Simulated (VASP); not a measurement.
Input of a VASP 6.6.1 run:

The input INCAR:

```
SYSTEM = Na
PREC = Accurate ; ENCUT = 520
EDIFF = 1E-6 ; ISMEAR = 0
SIGMA = 0.15 ; LREAL = .FALSE.
LASPH = .TRUE. ; NELM = 100
ALGO = Fast ; ISIF = 2
LWAVE = .FALSE. ; LCHARG = .TRUE.
GGA = PS ; LELF = .TRUE.
LVHAR = .TRUE. ; NBANDS = 14
```

Contents of KPOINTS:

```
Automatic mesh
0
G
  12 12 8
  0 0 0
```

Contents of POSCAR:

```
Na
1.0
    3.7670009976      0.0000000000      0.0000000000
   -1.8835004988      3.2623185600      0.0000000000
    0.0000000000      0.0000000000      6.1540000000
Na
2
Direct
    0.2988486569      0.5976973138      0.2500000000
    0.6666666667      0.3333333333      0.7500000000
```

Potentials or basis: VASP PAW PBE potentials, release 64 (Na_pv).

The run is started by

```sh
$ cat potpaw_PBE.64/Na_pv/POTCAR > POTCAR
$ mpirun -np 1 vasp_std > vasp.out
```

**Question.** Predict the band gap on the k mesh.

**Answer.** Zero (bands 7 and 8 overlap by 4.27 eV).

**Question.** Predict the pressure.

**Answer.** -0.3 GPa.

**Question.** Estimate the largest force.

**Answer.** 0.022 eV/Å.

Stress tensor (GPa, compression positive):
```
-0.12  0.00  0.00
 0.00 -0.46  0.00
 0.00  0.00 -0.36
```

Caveat: the cell differs from its parent crystal (atom 1 (Na) moved by (-0.225, +0.000) A along y and z); the PAW data sets were made with another functional, which shifts forces and pressure a little.
